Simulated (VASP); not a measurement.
A run of VASP 6.6.1:

INCAR

```
SYSTEM = Mg2B3
PREC = Accurate
ENCUT = 520
EDIFF = 1E-6
ISMEAR = 0
SIGMA = 0.1
LREAL = .False.
LASPH = .True.
NELM = 60
ALGO = Normal
ISIF = 2
LWAVE = .False.
LCHARG = .False.
GGA = PE
NBANDS = 14
```

KPOINTS

```
Automatic mesh
0
Gamma
  10 10 10
  0 0 0
```

The input POSCAR:

```
Mg2B3
1.0
    4.2916878291      0.0000000000      0.0000000000
    0.0000000000      4.2916878291      0.0000000000
    0.0000000000      0.0000000000      4.2916878291
Mg B
2 3
Direct
    0.5000000000      0.5000000000      0.5000000000
    0.0000000000      0.0000000000      0.0000000000
    0.0000000000      0.5000000000      0.5000000000
    0.5000000000      0.0000000000      0.5000000000
    0.5000000000      0.5000000000      0.0000000000
```

Potentials or basis: VASP PAW PBE potentials, release 64 (Mg, B).

Run with:

```console
$ cat potpaw_PBE.64/Mg/POTCAR potpaw_PBE.64/B/POTCAR > POTCAR
$ mpirun -np 1 vasp_std > vasp.out
```

Hardware: 1 thread of Intel(R) Xeon(R) Platinum 8488C (Sapphire Rapids), on a shared host.

Q: How long does it take, and how much memory?

A: Run time: 27 s on 1 thread of Intel(R) Xeon(R) Platinum 8488C (Sapphire Rapids) (shared host), peak memory 0.2 GiB. Counts: scf iterations 11, k points 56.
